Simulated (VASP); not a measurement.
# Si62Sb (a cell with a defect) in VASP: single point with PBE

Aim: the single point of Si62Sb (a cell with a defect) with PBE.

Program: VASP 6.6.1. These are calculated values, not measurements. Logs are shortened: lines on timing, memory, paths and dates and some standing lists are left out, and cuts for length are marked.

**1. The cell of the first run**

The cell holds a defect, 63 atoms: a = 10.860 Å, b = 10.860 Å, c = 10.860 Å, α = 90.00°, β = 90.00°, γ = 90.00°.

**2. Single point, PBE, collinear spin, zero start**

INCAR reads:

```
SYSTEM = Si62Sb
PREC = Accurate ; ENCUT = 520
EDIFF = 1E-6 ; ISMEAR = 0
SIGMA = 0.05 ; LREAL = Auto
LASPH = .TRUE. ; NELM = 150
ALGO = Normal ; ISIF = 2
LWAVE = .FALSE. ; LCHARG = .FALSE.
ISPIN = 2 ; MAGMOM = 0 0 0 0 0 0 0 0 0 0 0 0 0 0 0 0 0 0 0 0 0 0 0 0 0 0 0 0 0 0 0 0 0 0 0 0 0 0 0 0 0 0 0 0 0 0 0 0 0 0 0 0 0 0 0 0 0 0 0 0 0 0 0
LORBIT = 11 ; GGA = PE
NBANDS = 168
```

KPOINTS reads:

```
regular mesh
0
G
  1 1 1
  0 0 0
```

POSCAR reads:

```
Si62Sb
1.0
   10.8600000000      0.0000000000      0.0000000000
    0.0000000000     10.8600000000      0.0000000000
    0.0000000000      0.0000000000     10.8600000000
Si Sb
62 1
Direct
    0.4989988029      0.0009612339      0.0008074586
    0.6259315838      0.1239102210      0.1265406998
    0.7488803867      0.2508430939      0.0008055249
    0.8760468692      0.3748884899      0.1247877532
    0.7509961326     -0.0011528545      0.2517842541
    0.8768638122      0.1205700737      0.3791053407
   -0.0008163904      0.0013447514      0.0006785451
    0.1263000921      0.1256888582      0.1248999079
    0.2488316759      0.2524808471     -0.0013345304
    0.3751240331      0.3747204420      0.1249511971
    0.4973688766      0.5010141805     -0.0013312155
    0.6241592081      0.6235504604      0.1248984346
    0.7485011971      0.7506698895      0.0006756906
    0.8749153775      0.8749327808      0.1250558011
    0.2509763352      0.0009629834      0.2488376611
    0.3767144567      0.1239098527      0.3757676796
    0.5000483425      0.2497956722      0.2498796501
    0.6259310313      0.3731358195      0.3757628913
    0.7488837017      0.4988711786      0.2488359116
    0.8749570902      0.6238414365      0.3739008287
    0.5019628913     -0.0011493554      0.5008299263
    0.6292710866      0.1205787293      0.6267070902
    0.7509926335      0.2478906998      0.5008263352
    0.8749132597      0.3746174033      0.6247399632
    0.7537058932     -0.0038560773      0.7551757827
    0.8749583794      0.1257786372      0.8758381215
   -0.0027686924      0.5038382136     -0.0041594843
    0.1238232965      0.6260205341      0.1219105893
    0.2460010129      0.7526099448     -0.0041658379
    0.3749476980      0.8737929098      0.1247845304
    0.0000418969      0.2488335175      0.2508480663
    0.1263005525      0.3747821363      0.3739904236
    0.2488335175      0.5010080110      0.2471934622
    0.3750559853      0.6235429098      0.3739902394
    0.5010046041      0.7498008287      0.2508454880
    0.6292712707      0.8729748619      0.3791004604
    0.0053311234     -0.0038655617      0.5035435543
    0.1260001842      0.1257740331      0.6247874770
    0.2509727440      0.2508383978      0.4987134438
    0.3749477901      0.3748896869      0.6258811234
    0.4989969613      0.4988674033      0.4987138122
    0.6240650092      0.6238391344      0.6247835175
    0.7537063536      0.7445061694      0.5035372928
    0.2508435543      0.0013376611      0.7490069061
    0.3750559853      0.1256827808      0.8761310313
    0.5010047882      0.2488353591      0.7498803867
    0.6241564457      0.3747840700      0.8761300184
    0.7485020258      0.4989985267      0.7490069982
    0.8678806630      0.6274018416      0.8722726519
    0.0002278085      0.7496168508      0.2495739411
    0.1260005525      0.8748906077      0.3739013812
   -0.0008164825      0.4990023941      0.4983362799
    0.1224363720      0.6274120626      0.6177277164
    0.2508422652      0.7506668508      0.4983344383
    0.3752300184      0.8749325046      0.6247392265
    0.0002280847      0.2501040516      0.7500597606
    0.1238222836      0.3777670350      0.8736569982
    0.2460075506      0.5038398711      0.7470712707
    0.3720819521      0.6260215470      0.8736584715
    0.4997422652      0.7496162063      0.7500584715
    0.6240662983      0.8748904236      0.8758329650
    0.1224301105      0.8819546961      0.8722614180
    0.9385242173      0.8113162983      0.6883641805
```

Potentials or basis: VASP PAW PBE potentials, release 64 (Si, Sb).

Launch:

```console
$ cat potpaw_PBE.64/Si/POTCAR potpaw_PBE.64/Sb/POTCAR > POTCAR
$ mpirun -np 1 vasp_gam > vasp.out
```

OUTCAR:

```text
SYSTEM = Si62Sb
   PREC = Accurate
   ENCUT = 520
   EDIFF = 1E-6
   ISMEAR = 0
   LREAL = Auto
   LASPH = .TRUE.
   NELM = 150
   ISIF = 2
   ISPIN = 2
   LORBIT = 11
   GGA = PE

 ion  position               nearest neighbor table
   1  0.499  0.001  0.001-  45 2.34  30 2.35   2 2.36  61 2.36
   2  0.626  0.124  0.127-  17 2.35   5 2.35   1 2.36   3 2.36
   3  0.749  0.251  0.001-  47 2.34   4 2.35   2 2.36  26 2.36
   4  0.876  0.375  0.125-  19 2.35   3 2.35  31 2.36  27 2.38
   5  0.751  0.999  0.252-  14 2.35   6 2.35  36 2.35   2 2.35
   6  0.877  0.121  0.379-   5 2.35  23 2.35  37 2.37  31 2.38
[... 54 lines left out ...]
  61  0.624  0.875  0.876-  25 2.33  13 2.34  60 2.35   1 2.36
  62  0.122  0.882  0.872-  44 2.33   7 2.33  29 2.36  63 2.93
  63  0.939  0.811  0.688-  62 2.93  53 2.93  49 2.93  37 2.93  43 2.93  25 2.93

  LATTYP: Found a simple cubic cell.
 ALAT       =    10.8600000000

  Lattice vectors:

 A1 = (  10.8600000000,   0.0000000000,   0.0000000000)
 A2 = (   0.0000000000,  10.8600000000,   0.0000000000)
 A3 = (   0.0000000000,   0.0000000000,  10.8600000000)

Analysis of symmetry for initial positions (statically):
=====================================================================
 Subroutine PRICEL returns:
 Original cell was already a primitive cell.

 Routine SETGRP: Setting up the symmetry group for a
 simple cubic supercell.

 Subroutine GETGRP returns: Found  2 space group operations
 (whereof  1 operations were pure point group operations)
 out of a pool of 48 trial point group operations.

The static configuration has the point symmetry C_1 .
 The point group associated with its full space group is C_1h.

Analysis of symmetry for dynamics (positions and initial velocities):
=====================================================================
 Subroutine PRICEL returns:
 Original cell was already a primitive cell.

 Routine SETGRP: Setting up the symmetry group for a
 simple cubic supercell.

 Subroutine GETGRP returns: Found  2 space group operations
 (whereof  1 operations were pure point group operations)
 out of a pool of 48 trial point group operations.

The dynamic configuration has the point symmetry C_1 .
 The point group associated with its full space group is C_1h.

Analysis of structural, dynamic, and magnetic symmetry:
=====================================================================
 Subroutine PRICEL returns:
 Original cell was already a primitive cell.

 Routine SETGRP: Setting up the symmetry group for a
 simple cubic supercell.

 Subroutine GETGRP returns: Found  2 space group operations
 (whereof  1 operations were pure point group operations)
 out of a pool of 48 trial point group operations.

The overall configuration has the point symmetry C_1 .
 The point group associated with its full space group is C_1h.

 Subroutine INISYM returns: Found  2 space group operations
 (whereof  1 operations are pure point group operations),
 and found     1 'primitive' translations

----------------------------------------------------------------------------------------

                                     Primitive cell

  volume of cell :    1280.8241

  direct lattice vectors                    reciprocal lattice vectors
    10.860000000  0.000000000  0.000000000     0.092081031  0.000000000  0.000000000
     0.000000000 10.860000000  0.000000000     0.000000000  0.092081031  0.000000000
     0.000000000  0.000000000 10.860000000     0.000000000  0.000000000  0.092081031

  length of vectors
    10.860000000 10.860000000 10.860000000     0.092081031  0.092081031  0.092081031

  position of ions in fractional coordinates (direct lattice)
     0.498998803  0.000961234  0.000807459
     0.625931584  0.123910221  0.126540700
     0.748880387  0.250843094  0.000805525
     0.876046869  0.374888490  0.124787753
     0.750996133  0.998847146  0.251784254
     0.876863812  0.120570074  0.379105341
[... 55 lines left out ...]
     0.122430110  0.881954696  0.872261418
     0.938524217  0.811316298  0.688364181

[... 112 lines left out ...]
   NELM   =    150;   NELMIN=  2; NELMDL= -5     # of ELM steps
   EDIFF  = 0.1E-05   stopping-criterion for ELM
   LREAL  =      T    real-space projection
   EDIFFG = 0.1E-04   stopping-criterion for IOM
   NSW    =      0    number of steps for IOM
   IBRION =     -1    ionic relax: 0-MD 1-quasi-New 2-CG
   NFREE  =      0    steps in history (QN), initial steepest desc. (CG)
   ISIF   =      2    stress and relaxation
   ISYM   =      2    0-nonsym 1-usesym 2-fastsym
   POTIM  = 0.5000    time-step for ionic-motion
   TEBEG  =    0.0;   TEEND  =   0.0 temperature during run
   PSTRESS=    0.0 pullay stress
   NELECT =     253.0000    total number of electrons
   NUPDOWN=      -1.0000    fix difference up-down
   EMIN   =  10.00;   EMAX   =-10.00  energy-range for DOS
   EFERMI =   0.00;   METHOD = LEGACY
   ISMEAR =     0;   SIGMA  =   0.05  broadening in eV -4-tet -1-fermi 0-gaus
   EFERMI_NEDOS =   21; number of points for ismear=-14 and -15
   IALGO  =     38    algorithm
   IMIX   =      4    mixing-type and parameters
     AMIX     =   0.40;   BMIX     =  1.00
     AMIX_MAG =   1.60;   BMIX_MAG =  1.00
  volume/ion in A,a.u.               =      20.33       137.20
  Fermi-wavevector in a.u.,A,eV,Ry     =   0.953422  1.801706 12.367880  0.909014
  Thomas-Fermi vector in A             =   2.082076
   LORBIT       =     11    0 simple, 1 ext, 2 COOP (PROOUT), +10 PAW based schemes
   GGA     = PE    functional components
   LHFCALC =     F    Hartree Fock is set to
   AEXX    =    0.0000 exact exchange contribution
   IVDW    =     0    specifies the selected vdW correction
   LEPSILON=     F    determine dielectric tensor
   LRPA    =     F    only Hartree local field effects (RPA)
 spin polarized calculation
 Gauss-broadening in eV      SIGMA  =   0.05
  energy-cutoff  :      520.00
  volume of cell :     1280.82
 maximum number of plane-waves:     17229
 NGX is ok and might be reduce to    84
   NGX = 41   NGY = 41   NGZ = 41

 number of electron     252.9999989 magnetization      -0.0007118

 number of electron     252.9999989 magnetization       0.0003049

 Free energy of the ion-electron system (eV)
  ---------------------------------------------------
  ext. energy  EPLUGINS =         0.00000000
  ---------------------------------------------------
  free energy    TOTEN  =      -330.84995885 eV

  energy without entropy =     -330.80402877  energy(sigma->0) =     -330.82699381

 E-fermi :   6.3175     XC(G=0):  -9.3744

 val. band max:        6.2231677516   @ k =   0.0000   0.0000   0.0000
 cond. band min:       6.3410350281   @ k =   0.0000   0.0000   0.0000
 fundamental gap:      0.1178672765
 Fermi energy:         6.3175075562

 spin component 1

 k-point     1 :       0.0000    0.0000    0.0000
  band No.  band energies     occupation
      1      -6.1300      1.00000
      2      -5.0792      1.00000
      3      -5.0792      1.00000
      4      -5.0611      1.00000
      5      -5.0610      1.00000
      6      -5.0055      1.00000
[... 130 lines left out ...]
    137       7.0166      0.00000
    138       7.0166      0.00000
 Fermi energy:         6.3175075562

 spin component 2

 k-point     1 :       0.0000    0.0000    0.0000
  band No.  band energies     occupation
      1      -6.1300      1.00000
      2      -5.0792      1.00000
      3      -5.0791      1.00000
      4      -5.0610      1.00000
      5      -5.0610      1.00000
      6      -5.0055      1.00000
[... 130 lines left out ...]
    137       7.0166      0.00000
    138       7.0166      0.00000
 [bands above 138 left out]

------------------------ aborting loop because EDIFF is reached ----------------------------------------

  FORCE on cell =-STRESS in cart. coord.  units (eV):
  Direction    XX          YY          ZZ          XY          YZ          ZX
  --------------------------------------------------------------------------------------
  -------------------------------------------------------------------------------------
  Total       17.4007147     17.4015552     17.4015552      2.7555900      2.7597287     -2.7555902
  in kB       21.7664795     21.7675310     21.7675310      3.4469557      3.4521328     -3.4469560
  external PRESSURE =      21.7671805 kB  Pullay stress =       0.0000000 kB

 VOLUME and BASIS-vectors are now :
 -----------------------------------------------------------------------------
  energy-cutoff  :      520.00
  volume of cell :     1280.82
      direct lattice vectors                 reciprocal lattice vectors
    10.860000000  0.000000000  0.000000000     0.092081031  0.000000000  0.000000000
     0.000000000 10.860000000  0.000000000     0.000000000  0.092081031  0.000000000
     0.000000000  0.000000000 10.860000000     0.000000000  0.000000000  0.092081031

 POSITION                                       TOTAL-FORCE (eV/Angst)
 -----------------------------------------------------------------------------------
      5.41913      0.01044      0.00877         0.006750     -0.016191     -0.006203
      6.79762      1.34567      1.37423        -0.001337      0.001424     -0.001416
      8.13284      2.72416      0.00875         0.016186     -0.007154     -0.006354
      9.51387      4.07129      1.35519        -0.005295      0.009692     -0.009692
      8.15582     10.84748      2.73438         0.006394     -0.006328      0.010950
      9.52274      1.30939      4.11708        -0.004254     -0.004562      0.004562
[... 55 lines left out ...]
      1.32959      9.57803      9.47276         0.007446      0.007271      0.007878
     10.19237      8.81089      7.47564        -0.000242      0.002413     -0.002413
 -----------------------------------------------------------------------------------
    total drift:                                0.015460      0.053005      0.064722

  FREE ENERGIE OF THE ION-ELECTRON SYSTEM (eV)
  ---------------------------------------------------
  free  energy   TOTEN  =      -330.8499588492 eV

  energy  without entropy=     -330.8040287689  energy(sigma->0) =     -330.82699381

 total charge

# of ion       s       p       d       tot
------------------------------------------
    1        0.743   0.952   0.000   1.695
    2        0.740   0.956   0.000   1.695
    3        0.743   0.952   0.000   1.695
    4        0.745   0.941   0.000   1.685
    5        0.738   0.960   0.000   1.698
    6        0.739   0.946   0.000   1.685
[... 55 lines left out ...]
   62        0.761   0.902   0.000   1.663
   63        1.270   1.070   0.040   2.380
--------------------------------------------------
tot         47.328  59.862   0.040 107.230

 magnetization (x)

# of ion       s       p       d       tot
------------------------------------------
    1       -0.000   0.000   0.000   0.000
    2        0.000   0.000   0.000   0.000
    3        0.000   0.000   0.000   0.000
    4        0.000  -0.000   0.000  -0.000
    5        0.000   0.000   0.000   0.000
    6       -0.000  -0.000   0.000  -0.000
[... 55 lines left out ...]
   62        0.000   0.000   0.000   0.000
   63        0.000   0.000   0.000   0.000
--------------------------------------------------
tot          0.000   0.000   0.000   0.000
```

It took 8.2 min on 1 thread of Intel Xeon 6975P-C (Granite Rapids), shared host; peak memory 1.5 GiB.

Results:

```
Free energy                                           : -330.8500 eV
Pressure                                              : 2.2 GPa
Largest force                                         : 0.030 eV/Å
Net moment                                            : 0.00 μB per cell
Valence electrons inside the program's atomic spheres : Si 1.70, 1.69, 1.66 (each value once); Sb 2.38
```

Forces in eV/Å, atoms in the order of the input:
```
Si   0.007 -0.016 -0.006
Si  -0.001  0.001 -0.001
Si   0.016 -0.007 -0.006
Si  -0.005  0.010 -0.010
Si   0.006 -0.006  0.011
Si  -0.004 -0.005  0.005
Si  -0.002  0.001 -0.005
Si  -0.012 -0.003  0.000
Si   0.001 -0.007  0.001
Si  -0.017  0.016 -0.016
Si   0.006 -0.001  0.001
Si   0.003  0.013  0.001
Si  -0.001  0.002 -0.005
Si   0.008 -0.008  0.007
Si  -0.006 -0.016  0.007
Si  -0.002  0.001 -0.001
Si   0.015 -0.014  0.014
Si  -0.001  0.001 -0.001
Si   0.016  0.006  0.007
Si   0.004 -0.001  0.005
Si   0.010 -0.007  0.007
Si   0.004 -0.005 -0.005
Si   0.006 -0.011  0.006
Si   0.008 -0.007  0.008
Si  -0.018  0.018  0.014
Si   0.004 -0.005  0.001
Si   0.012  0.005 -0.005
Si  -0.007  0.008 -0.004
Si  -0.006 -0.012 -0.006
Si  -0.010  0.006 -0.010
Si  -0.001 -0.004  0.004
Si  -0.012  0.000  0.003
Si   0.001 -0.001  0.007
Si   0.000  0.012  0.003
Si   0.005  0.001  0.004
Si   0.004  0.005  0.005
Si   0.015  0.018 -0.018
Si   0.001 -0.005  0.004
Si  -0.006 -0.007  0.016
Si  -0.010  0.010 -0.006
Si   0.007  0.006  0.016
Si   0.005 -0.001  0.004
Si  -0.018 -0.014 -0.018
Si  -0.005  0.001 -0.002
Si   0.000 -0.003 -0.012
Si   0.005 -0.004 -0.001
Si   0.003 -0.001 -0.013
Si  -0.001  0.005 -0.002
Si  -0.006 -0.008  0.008
Si  -0.006  0.008 -0.009
Si   0.001 -0.004  0.005
Si  -0.002  0.005 -0.001
Si   0.007 -0.008 -0.007
Si  -0.005  0.002 -0.001
Si   0.006 -0.008  0.008
Si  -0.006  0.009 -0.008
Si  -0.007  0.004 -0.008
Si  -0.006  0.006  0.012
Si  -0.003  0.007 -0.007
Si  -0.009  0.007 -0.007
Si   0.005 -0.004  0.001
Si   0.007  0.007  0.008
Sb   0.000  0.002 -0.002
```

Stress tensor (GPa, compression positive):
```
 2.18  0.34 -0.34
 0.34  2.18  0.35
-0.34  0.35  2.18
```

Levels at points of the mesh, in eV from the Fermi level:
Spin up:
```tsv
k point	band 124	band 125	band 126	band 127	band 128	band 129
(0.00, 0.00, 0.00)	-0.99	-0.81	-0.09	0.02	0.02	0.15
```
Spin down:
| k point | band 123 | band 124 | band 125 | band 126 | band 127 | band 128 | band 129 | band 130 |
| --- | --- | --- | --- | --- | --- | --- | --- | --- |
| (0.00, 0.00, 0.00) | -0.99 | -0.99 | -0.81 | -0.09 | 0.02 | 0.02 | 0.15 | 0.15 |

Caveat: the k points lie up to 0.58 Å⁻¹ apart; no moment was typed at the start, so none could form; spin-orbit coupling is left out, which moves the levels of the heavy elements.
